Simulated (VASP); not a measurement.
# Mn (P3_121) in VASP: a series of runs

Mn is run at these levels: PBE; tasks: single point, relaxation of cell and atoms.

Program: VASP 6.6.1. These are calculated values, not measurements. Logs are shortened: lines on timing, memory, paths and dates and some standing lists are left out, and cuts for length are marked.

**1. The cell of the first run**

The structure is trigonal, space group P3_121 (No. 152). Conventional cell: a = 3.436 Å, b = 3.436 Å, c = 3.898 Å, α = 90.00°, β = 90.00°, γ = 120.00°. Within 2.5 Å of Mn (site symmetry 2) lie 2 Mn at 1.87 Å.

**2. Single point, PBE, collinear spin, ferromagnetic start**

File INCAR:

```
SYSTEM = Mn
  ALGO = Normal
  EDIFF = 1E-7
  ENCUT = 520
  GGA = PE
  ISIF = 2
  ISMEAR = 0
  ISPIN = 2
  LASPH = .TRUE.
  LCHARG = .FALSE.
  LMAXMIX = 4
  LORBIT = 11
  LREAL = .FALSE.
  LWAVE = .FALSE.
  MAGMOM = 4 4 4
  NBANDS = 30
  NELM = 150
  PREC = Accurate
  SIGMA = 0.1
```

File KPOINTS:

```
k-points
0
G
  6 6 6
  0 0 0
```

File POSCAR:

```
Mn
1.0
    3.4358319153      0.0000000000      0.0000000000
   -1.7179159577      2.9755177218      0.0000000000
    0.0000000000      0.0000000000      3.8980663219
Mn
3
Direct
    0.2254000000      0.0000000000      0.3333333333
    0.0000000000      0.2254000000      0.6666666667
    0.7746000000      0.7746000000      0.0000000000
```

Potentials or basis: VASP PAW PBE potentials, release 64 (Mn_pv).

On the command line:

```sh
$ cat potpaw_PBE.64/Mn_pv/POTCAR > POTCAR
$ mpirun -np 1 vasp_std > vasp.out
```

OUTCAR:

```text
SYSTEM = Mn
   EDIFF = 1E-7
   ENCUT = 520
   GGA = PE
   ISIF = 2
   ISMEAR = 0
   ISPIN = 2
   LASPH = .TRUE.
   LORBIT = 11
   LREAL = .FALSE.
   NELM = 150
   PREC = Accurate

 ion  position               nearest neighbor table
   1  0.225  0.000  0.333-   3 1.87   2 1.87   3 2.70   3 2.70   2 2.70   2 2.70   2 2.92   3 2.92

   2  0.000  0.225  0.667-   3 1.87   1 1.87   3 2.70   3 2.70   1 2.70   1 2.70   1 2.92   3 2.92

   3  0.775  0.775  0.000-   1 1.87   2 1.87   2 2.70   1 2.70   1 2.70   2 2.70   1 2.92   2 2.92

  LATTYP: Found a hexagonal cell.
 ALAT       =     3.4358319153
 C/A-ratio  =     1.1345334749

  Lattice vectors:

 A1 = (   3.4358319153,   0.0000000000,   0.0000000000)
 A2 = (  -1.7179159577,   2.9755177218,   0.0000000000)
 A3 = (   0.0000000000,   0.0000000000,   3.8980663219)

Analysis of symmetry for initial positions (statically):
=====================================================================
 Subroutine PRICEL returns:
 Original cell was already a primitive cell.

 Routine SETGRP: Setting up the symmetry group for a
 hexagonal supercell.

 Subroutine GETGRP returns: Found  6 space group operations
 (whereof  2 operations were pure point group operations)
 out of a pool of 24 trial point group operations.

The static configuration has the point symmetry C_2 .
 The point group associated with its full space group is D_3 .

Analysis of symmetry for dynamics (positions and initial velocities):
=====================================================================
 Subroutine PRICEL returns:
 Original cell was already a primitive cell.

 Routine SETGRP: Setting up the symmetry group for a
 hexagonal supercell.

 Subroutine GETGRP returns: Found  6 space group operations
 (whereof  2 operations were pure point group operations)
 out of a pool of 24 trial point group operations.

The dynamic configuration has the point symmetry C_2 .
 The point group associated with its full space group is D_3 .

Analysis of structural, dynamic, and magnetic symmetry:
=====================================================================
 Subroutine PRICEL returns:
 Original cell was already a primitive cell.

 Routine SETGRP: Setting up the symmetry group for a
 hexagonal supercell.

 Subroutine GETGRP returns: Found  6 space group operations
 (whereof  2 operations were pure point group operations)
 out of a pool of 24 trial point group operations.

The overall configuration has the point symmetry C_2 .
 The point group associated with its full space group is D_3 .

 Subroutine INISYM returns: Found  6 space group operations
 (whereof  2 operations are pure point group operations),
 and found     1 'primitive' translations

----------------------------------------------------------------------------------------

                                     Primitive cell

  volume of cell :      39.8514

  direct lattice vectors                    reciprocal lattice vectors
     3.435831915  0.000000000  0.000000000     0.291050326  0.168037984  0.000000000
    -1.717915958  2.975517722  0.000000000     0.000000000  0.336075968  0.000000000
     0.000000000  0.000000000  3.898066322     0.000000000  0.000000000  0.256537452

  length of vectors
     3.435831915  3.435831915  3.898066322     0.336075968  0.336075968  0.256537452

  position of ions in fractional coordinates (direct lattice)
     0.225400000  0.000000000  0.333333333
     1.000000000  0.225400000  0.666666667
     0.774600000  0.774600000  0.000000000

  ion indices of the primitive-cell ions
   primitive index   ion index
                 1           1
                 2           2
                 3           3

----------------------------------------------------------------------------------------

 KPOINTS: k-points

Automatic generation of k-mesh.
 Grid dimensions read from file:
 generate k-points for:    6    6    6

 Generating k-lattice:

  Cartesian coordinates                     Fractional coordinates (reciprocal lattice)
     0.048508388  0.028006331  0.000000000     0.166666667  0.000000000  0.000000000
     0.000000000  0.056012661  0.000000000     0.000000000  0.166666667  0.000000000
     0.000000000  0.000000000  0.042756242     0.000000000  0.000000000  0.166666667

  Length of vectors
     0.056012661  0.056012661  0.042756242

  Shift w.r.t. Gamma in fractional coordinates (k-lattice)
     0.000000000  0.000000000  0.000000000

 Subroutine IBZKPT returns following result:
 ===========================================

 Found     34 irreducible k-points:

 Following reciprocal coordinates:
            Coordinates               Weight
  0.000000  0.000000  0.000000      1.000000
  0.166667  0.000000  0.000000      6.000000
  0.333333  0.000000  0.000000      6.000000
  0.500000  0.000000  0.000000      3.000000
  0.166667  0.166667  0.000000      6.000000
  0.333333  0.166667  0.000000     12.000000
[... 16 lines left out ...]
  0.500000  0.000000  0.333333      6.000000
  0.166667  0.166667  0.333333     12.000000
 [... further k-points ...]
   k-points           NKPTS =     34   k-points in BZ     NKDIM =     34   number of bands    NBANDS=     30
   number of dos      NEDOS =    301   number of ions     NIONS =      3
   total plane-waves  NPLWV =  23520
   dimension x,y,z NGX =    28 NGY =   28 NGZ =   30
   dimension x,y,z NGXF=    56 NGYF=   56 NGZF=   60
   ions per type =               3
   NGX,Y,Z   is equivalent  to a cutoff of  13.55, 13.55, 12.79 a.u.
   NGXF,Y,Z  is equivalent  to a cutoff of  27.10, 27.10, 25.59 a.u.
 SYSTEM =  Mn
   PREC   = accura    normal or accurate (medium, high low for compatibility)
   ISTART =      0    job   : 0-new  1-cont  2-samecut
   ICHARG =      2    charge: 1-file 2-atom 10-const
   ISPIN  =      2    spin polarized calculation?
   LNONCOLLINEAR =      F non collinear calculations
   LSORBIT =      F    spin-orbit coupling
   LASPH  =      T    aspherical Exc in radial PAW
   ENCUT  =  520.0 eV  38.22 Ry    6.18 a.u.   6.39  6.39  7.25*2*pi/ulx,y,z
   NELM   =    150;   NELMIN=  2; NELMDL= -5     # of ELM steps
   EDIFF  = 0.1E-06   stopping-criterion for ELM
   LREAL  =      F    real-space projection
   EDIFFG = 0.1E-05   stopping-criterion for IOM
   NSW    =      0    number of steps for IOM
   IBRION =     -1    ionic relax: 0-MD 1-quasi-New 2-CG
   NFREE  =      0    steps in history (QN), initial steepest desc. (CG)
   ISIF   =      2    stress and relaxation
   ISYM   =      2    0-nonsym 1-usesym 2-fastsym
   POTIM  = 0.5000    time-step for ionic-motion
   TEBEG  =    0.0;   TEEND  =   0.0 temperature during run
   PSTRESS=    0.0 pullay stress
   NELECT =      39.0000    total number of electrons
   NUPDOWN=      -1.0000    fix difference up-down
   EMIN   =  10.00;   EMAX   =-10.00  energy-range for DOS
   EFERMI =   0.00;   METHOD = LEGACY
   ISMEAR =     0;   SIGMA  =   0.10  broadening in eV -4-tet -1-fermi 0-gaus
   EFERMI_NEDOS =   21; number of points for ismear=-14 and -15
   IALGO  =     38    algorithm
   IMIX   =      4    mixing-type and parameters
     AMIX     =   0.40;   BMIX     =  1.00
     AMIX_MAG =   1.60;   BMIX_MAG =  1.00
  volume/ion in A,a.u.               =      13.28        89.64
  Fermi-wavevector in a.u.,A,eV,Ry     =   1.625356  3.071477 35.943624  2.641782
  Thomas-Fermi vector in A             =   2.718492
   LORBIT       =     11    0 simple, 1 ext, 2 COOP (PROOUT), +10 PAW based schemes
   GGA     = PE    functional components
   LHFCALC =     F    Hartree Fock is set to
   AEXX    =    0.0000 exact exchange contribution
   IVDW    =     0    specifies the selected vdW correction
   LEPSILON=     F    determine dielectric tensor
   LRPA    =     F    only Hartree local field effects (RPA)
 spin polarized calculation
 Gauss-broadening in eV      SIGMA  =   0.10
  energy-cutoff  :      520.00
  volume of cell :       39.85
 maximum number of plane-waves:      1107
 NGX is ok and might be reduce to    28
   NGX = 13   NGY = 13   NGZ = 15

 number of electron      39.0000000 magnetization      12.0000000

 number of electron      38.9999974 magnetization       1.4187318

 Free energy of the ion-electron system (eV)
  ---------------------------------------------------
  ext. energy  EPLUGINS =         0.00000000
  ---------------------------------------------------
  free energy    TOTEN  =       -21.95826035 eV

  energy without entropy =      -21.93588398  energy(sigma->0) =      -21.94707216

 E-fermi :   8.1476     XC(G=0): -12.4777

 val. band max:        8.1472670769   @ k =   0.0000   0.0000   0.0000
 cond. band min:       8.1553260344   @ k =   0.3333   0.0000   0.0000
 fundamental gap:      0.0080589575
 Fermi energy:         8.1475561144

 spin component 1

 k-point     1 :       0.0000    0.0000    0.0000
  band No.  band energies     occupation
      1     -41.4241      1.00000
      2     -41.4241      1.00000
      3     -41.0027      1.00000
      4     -40.0304      1.00000
      5     -40.0304      1.00000
      6     -39.9278      1.00000
[... 781 lines left out ...]
     29      17.6954      0.00000
     30      18.0385      0.00000

 [... further k-points ...]

 spin component 2

 k-point     1 :       0.0000    0.0000    0.0000
  band No.  band energies     occupation
      1     -41.0328      1.00000
      2     -41.0328      1.00000
      3     -40.5958      1.00000
      4     -39.4345      1.00000
      5     -39.4345      1.00000
      6     -39.3271      1.00000
[... 781 lines left out ...]
     29      17.9061      0.00000
     30      18.2402      0.00000

 [... further k-points ...]

------------------------ aborting loop because EDIFF is reached ----------------------------------------

  FORCE on cell =-STRESS in cart. coord.  units (eV):
  Direction    XX          YY          ZZ          XY          YZ          ZX
  --------------------------------------------------------------------------------------
  -------------------------------------------------------------------------------------
  Total        4.5919615      4.5919615      8.7423440     -0.0000000      0.0000000      0.0000000
  in kB      184.6142165    184.6142165    351.4752900     -0.0000000      0.0000000      0.0000000
  external PRESSURE =     240.2345743 kB  Pullay stress =       0.0000000 kB

 VOLUME and BASIS-vectors are now :
 -----------------------------------------------------------------------------
  energy-cutoff  :      520.00
  volume of cell :       39.85
      direct lattice vectors                 reciprocal lattice vectors
     3.435831915  0.000000000  0.000000000     0.291050326  0.168037984  0.000000000
    -1.717915958  2.975517722  0.000000000     0.000000000  0.336075968  0.000000000
     0.000000000  0.000000000  3.898066322     0.000000000  0.000000000  0.256537452

 POSITION                                       TOTAL-FORCE (eV/Angst)
 -----------------------------------------------------------------------------------
      0.77444      0.00000      1.29936         6.587392      0.000000     -0.000000
     -0.38722      0.67068      2.59871        -3.293696      5.704849      0.000000
      1.33070      2.30484      0.00000        -3.293696     -5.704849      0.000000
 -----------------------------------------------------------------------------------
    total drift:                               -0.000000     -0.000001     -0.000000

  FREE ENERGIE OF THE ION-ELECTRON SYSTEM (eV)
  ---------------------------------------------------
  free  energy   TOTEN  =       -21.9582603492 eV

  energy  without entropy=      -21.9358839760  energy(sigma->0) =      -21.94707216

 total charge

# of ion       s       p       d       tot
------------------------------------------
    1        0.417   6.316   5.491  12.224
    2        0.417   6.316   5.491  12.224
    3        0.417   6.316   5.491  12.224
--------------------------------------------------
tot          1.252  18.947  16.474  36.673

 magnetization (x)

# of ion       s       p       d       tot
------------------------------------------
    1        0.010   0.013   0.435   0.458
    2        0.010   0.013   0.435   0.458
    3        0.010   0.013   0.435   0.458
--------------------------------------------------
tot          0.031   0.039   1.304   1.374
```

It took 38 s on 1 thread of AMD EPYC 9R45 (Zen 5), shared host; peak memory 0.17 GiB.

What came out:

```yaml
Free_energy: -21.9583 eV
Pressure: 24.0 GPa
Largest_force: 6.587 eV/Å
Net_moment: 1.42 μB per cell
Site_moments: Mn +0.46 μB
Valence_electrons_inside_the_program's_atomic_spheres: Mn 12.22
```

Forces on the atoms (eV/Å):
```
Mn   6.587  0.000  0.000
Mn  -3.294  5.705  0.000
Mn  -3.294 -5.705  0.000
```

Caveat: atoms lie so close that the PAW spheres overlap strongly, which falsifies energies and pressures; the stress differs along the axes, from 18 to 35 GPa; forces of over 1 eV/Å act on the atoms, so gaps and moduli don't describe the material at rest.

**3. Relaxation of cell and atoms, PBE, collinear spin, ferromagnetic start**

File INCAR:

```
PREC = Accurate ; ENCUT = 600
EDIFF = 1E-6 ; ISMEAR = 0
SIGMA = 0.1 ; LREAL = False
LASPH = True ; NELM = 150
ALGO = Normal ; ISIF = 3
LWAVE = False ; LCHARG = False
ISPIN = 2 ; MAGMOM = 0.42 0.42 0.42
LORBIT = 11 ; LMAXMIX = 4
GGA = PE ; IBRION = 2
NSW = 90 ; EDIFFG = -0.04
```

File KPOINTS:

```
Automatic mesh
0
Gamma
  6 6 4
```

POSCAR is that of step 2.

Potentials or basis: VASP PAW PBE potentials, release 64 (Mn_pv).

On the command line:

```sh
$ cat potpaw_PBE.64/Mn_pv/POTCAR > POTCAR
$ mpirun -np 1 vasp_std > vasp.out
```

OUTCAR:

```text
PREC = Accurate
   ENCUT = 600
   EDIFF = 1E-6
   ISMEAR = 0
   LREAL = False
   LASPH = True
   NELM = 150
   ISIF = 3
   ISPIN = 2
   LORBIT = 11
   GGA = PE
   IBRION = 2
   NSW = 90
   EDIFFG = -0.04

 ion  position               nearest neighbor table
   1  0.225  0.000  0.333-   3 1.87   2 1.87   3 2.70   3 2.70   2 2.70   2 2.70   2 2.92   3 2.92

   2  0.000  0.225  0.667-   3 1.87   1 1.87   3 2.70   3 2.70   1 2.70   1 2.70   1 2.92   3 2.92

   3  0.775  0.775  0.000-   1 1.87   2 1.87   2 2.70   1 2.70   1 2.70   2 2.70   1 2.92   2 2.92

  LATTYP: Found a hexagonal cell.
 ALAT       =     3.4358319153
 C/A-ratio  =     1.1345334749

  Lattice vectors:

 A1 = (   3.4358319153,   0.0000000000,   0.0000000000)
 A2 = (  -1.7179159577,   2.9755177218,   0.0000000000)
[... 1694 lines left out ...]
 Free energy of the ion-electron system (eV)
  ---------------------------------------------------
  ext. energy  EPLUGINS =         0.00000000
  ---------------------------------------------------
  free energy    TOTEN  =       -26.46970176 eV

  energy without entropy =      -26.44013232  energy(sigma->0) =      -26.45491704

 E-fermi :  10.7914     XC(G=0): -13.9933

 val. band max:       10.7850164075   @ k =   0.3333   0.0000   0.5000
 cond. band min:      10.8007005356   @ k =   0.5000   0.0000   0.2500
 fundamental gap:      0.0156841281
 Fermi energy:        10.7913515023

 spin component 1

 k-point     1 :       0.0000    0.0000    0.0000
  band No.  band energies     occupation
      1     -37.7505      1.00000
      2     -37.7462      1.00000
      3     -37.7462      1.00000
      4     -37.7419      1.00000
      5     -37.2616      1.00000
      6     -37.2616      1.00000
[... 1318 lines left out ...]
  FREE ENERGIE OF THE ION-ELECTRON SYSTEM (eV)
  ---------------------------------------------------
  free  energy   TOTEN  =       -26.4697017557 eV

  energy  without entropy=      -26.4401323167  energy(sigma->0) =      -26.45491704

 reached required accuracy - stopping structural energy minimisation

 total charge

# of ion       s       p       d       tot
------------------------------------------
    1        0.418   6.408   5.142  11.968
    2        0.418   6.408   5.142  11.968
    3        0.418   6.408   5.142  11.968
--------------------------------------------------
tot          1.253  19.225  15.427  35.905

 magnetization (x)

# of ion       s       p       d       tot
------------------------------------------
    1        0.000   0.000  -0.001  -0.001
    2        0.000   0.000  -0.001  -0.001
    3        0.000   0.000  -0.001  -0.001
--------------------------------------------------
tot          0.000   0.000  -0.003  -0.003
```

It took 13 min on 1 thread of AMD EPYC 9R45 (Zen 5), shared host; peak memory 0.18 GiB.

What came out:

```
Free energy                                           : -26.4697 eV
Relaxed volume                                        : 10.80 Å³/atom
Relaxed cell                                          : a = 3.999 Å, b = 3.999 Å, c = 2.339 Å, α = 90.00°, β = 90.00°, γ = 120.00°
Space group after relaxing (to 0.1 Å)                 : Im-3m (No. 229)
Pressure after relaxing                               : 0.1 GPa
Largest force after relaxing                          : 0.028 eV/Å
Net moment                                            : 0.00 μB per cell
Valence electrons inside the program's atomic spheres : Mn 11.97
```

Forces on the atoms (eV/Å):
```
Mn   0.028  0.000  0.000
Mn  -0.014  0.024  0.000
Mn  -0.014 -0.024  0.000
```

Stress tensor (GPa, compression positive):
```
-0.07  0.00  0.00
 0.00 -0.07  0.00
 0.00  0.00  0.54
```

Final structure:
```
Mn
1.0
     3.99881    0.00000    0.00000
    -1.99940    3.46307    0.00000
     0.00000    0.00000    2.33871
Mn
3
Cartesian
  -0.6689 3.4631 0.7796
  3.3336 1.1522 1.5591
  1.3342 2.3108 0.0000
```

Levels at points of the mesh, in eV from the Fermi level:
Spin up:
```
           k point  band 15  band 16  band 17  band 18  band 19  band 20  band 21  band 22  band 23  band 24
(0.00, 0.00, 0.00)    -2.79    -2.79    -1.92    -1.47    -1.47     0.36     0.36     0.71     0.71     0.72
(0.50, 0.00, 0.00)    -2.48    -2.47    -2.47     0.10     0.10     0.33     0.43     0.65     0.66     0.70
(0.00, 0.00, 0.50)    -3.04    -3.04    -3.03     0.39     0.39     0.39     0.39     1.39     1.39     1.85
(0.50, 0.00, 0.50)    -2.99    -1.83    -1.82     0.07     0.08     0.24     0.50     0.95     1.20     1.20
```
Spin down:
```
           k point  band 17  band 18  band 19  band 20  band 21  band 22
(0.00, 0.00, 0.00)    -1.92    -1.47    -1.47     0.36     0.36     0.71
(0.50, 0.00, 0.00)    -2.47     0.10     0.10     0.33     0.43     0.65
(0.00, 0.00, 0.50)    -3.03     0.39     0.39     0.39     0.39     1.39
(0.50, 0.00, 0.50)    -1.82     0.07     0.08     0.24     0.50     0.95
```

Caveat: the k points lie up to 0.67 Å⁻¹ apart in the final cell; the volume moved by over 15 % at a fixed basis, so the end points are rough.
